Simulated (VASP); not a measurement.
Here is a VASP 6.6.1 calculation.

Contents of INCAR:

```
PREC = Accurate ; ENCUT = 520
EDIFF = 1E-6 ; ISMEAR = 0
SIGMA = 0.15 ; LREAL = False
LASPH = True ; NELM = 60
ALGO = Fast ; ISIF = 2
LWAVE = False ; LCHARG = False
GGA = PS ; NBANDS = 18
```

KPOINTS

```
Automatic mesh
0
Gamma
  14 14 14
```

POSCAR

```
InPd
1.0
    3.3224374000      0.0000000000      0.0000000000
    0.0000000000      3.3224374000      0.0000000000
    0.0000000000      0.0000000000      3.0950110651
In Pd
1 1
Direct
   -0.0248370446      0.0000000000      0.0000000000
    0.5267970286      0.5000000000      0.5000000000
```

Potentials or basis: VASP PAW PBE potentials, release 64 (In_d, Pd).

Launch:

```bash
$ cat potpaw_PBE.64/In_d/POTCAR potpaw_PBE.64/Pd/POTCAR > POTCAR
$ mpirun -np 1 vasp_std > vasp.out
```

Problem. What does it give for the pressure?

Solution. 2.3 GPa.

Problem. Estimate the largest force.

Solution. 0.788 eV/Å.

Problem. What does it give for the band gap on the k mesh?

Solution. Zero (an odd number of electrons rules out a gap without spin polarisation).

Forces in eV/Å, atoms in the order of the input:
```
In   0.788  0.000  0.000
Pd  -0.788  0.000  0.000
```

Caveat: the cell differs from its parent crystal (atoms displaced along a vibrational mode, the cell strained); the PAW data sets were made with another functional, which shifts forces and pressure a little; spin-orbit coupling is left out, which moves the levels of the heavy elements.
